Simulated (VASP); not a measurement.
Write the native input for VASP 6.6.1 that does the following.

* Task: single point
* Functional: PBEsol
* Potentials or basis: VASP PAW PBE potentials, release 64 (Cd, In_d)
* Cutoff: 520 eV
* k mesh: 18 × 18 × 10
* Occupations: gaussian, width 0.15 eV
* Spin: no spin polarisation
* Dipole correction: no
* Further INCAR settings: ALGO = Fast; EDIFF = 1e-06; NBANDS = 20

The structure of CdIn lies in POSCAR:

```
CdIn
1.0
    3.1824294023      0.0000000000      0.0000000000
   -1.5912147011      2.7560647081      0.0000000000
    0.0000000000      0.0000000000      5.7229627941
Cd In
1 1
Direct
    0.0000000000      0.0000000000      0.5000000000
    0.6666666667      0.3333333333      0.0000000000
```

This cell differs from its parent crystal: volume 25.098 Å^3 an atom, c/a of the conventional cell 1.7983.

The input as run:

INCAR

```
PREC = Accurate ; ENCUT = 520
EDIFF = 1E-6 ; ISMEAR = 0
SIGMA = 0.15 ; LREAL = False
LASPH = True ; NELM = 60
ALGO = Fast ; ISIF = 2
LWAVE = False ; LCHARG = False
GGA = PS ; NBANDS = 20
```

KPOINTS

```
Automatic mesh
0
Gamma
  18 18 10
```

Potentials or basis: VASP PAW PBE potentials, release 64 (Cd, In_d).

Launch:

```bash
$ cat potpaw_PBE.64/Cd/POTCAR potpaw_PBE.64/In_d/POTCAR > POTCAR
$ mpirun -np 1 vasp_std > vasp.out
```

Results of the run:

- Pressure: -2.1 GPa

Caveat: the PAW data sets were made with another functional, which shifts forces and pressure a little.

It took 2.1 min on 1 thread of Intel(R) Xeon(R) 6975P-C (Granite Rapids) (shared host), peak memory 0.33 GiB.
